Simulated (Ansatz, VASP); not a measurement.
W: VASP beside Ansatz

Contents of INCAR:

```
ALGO = Normal ; EDIFF = 1E-7
ENCUT = 520 ; GGA = PE
GGA_COMPAT = F ; ISIF = 2
ISMEAR = -1 ; LASPH = T
LCHARG = F ; LMAXMIX = 4
LNONCOLLINEAR = T ; LORBIT = 11
LORBMOM = T ; LREAL = F
LSORBIT = T ; LWAVE = F
MAGMOM = 0 0 0 ; NBANDS = 25
NELM = 150 ; PREC = Accurate
SIGMA = 0.03
```

Contents of KPOINTS:

```
k-points
0
Gamma
  14 14 14
```

The input POSCAR:

```
W
1.0
   -1.5973000000      1.5973000000      1.5973000000
    1.5973000000     -1.5973000000      1.5973000000
    1.5973000000      1.5973000000     -1.5973000000
W
1
Direct
    0.0000000000      0.0000000000      0.0000000000
```

Input for Ansatz:

```yaml
crystal:
  lattice:
    - [-1.5973, 1.5973, 1.5973]
    - [1.5973, -1.5973, 1.5973]
    - [1.5973, 1.5973, -1.5973]
  atoms:
    - { symbol: W, position: [0.0, 0.0, 0.0] }
kpoints:
  mp_grid: { grid: [14, 14, 14] }
  band_path:
    path:
      - [0.0, 0.0, 0.0]
      - [0.5, -0.5, 0.5]
      - [0.0, 0.0, 0.5]
      - [0.0, 0.0, 0.0]
      - [0.25, 0.25, 0.25]
      - [0.5, -0.5, 0.5]
      - [0.25, 0.25, 0.25]
      - [0.0, 0.0, 0.5]
    npoints: 5
scf:
  occupations: { method: fermi_dirac, width: 0.03 }
hamiltonian:
  xc: pbe
  pseudopotentials: { kind: all_electron, lapw: { basis_error: 0.001 } }
output:
  forces: true
  stress: true
  eigenvalues: true
magnetization:
  noncollinear: true
  spin_orbit: true
```

Alike in both runs: task single point; functional PBE; k mesh 14 × 14 × 14; occupations fermi-dirac, width 0.03 eV; non-collinear spin, spin-orbit coupling.

```csv
,VASP,Ansatz
version,VASP 6.6.1,Ansatz 0.2.0
potentials or method,"VASP PAW PBE potentials, release 64 (W_sv), cutoff 520 eV",all-electron LAPW
```

```csv
,VASP,Ansatz,Ansatz less VASP
pressure (GPa),-1.3,-2.2,-0.88
net moment per atom (μB),0.00,0.00,0.000
```

Ansatz ran all-electron here, and VASP with PAW potentials.
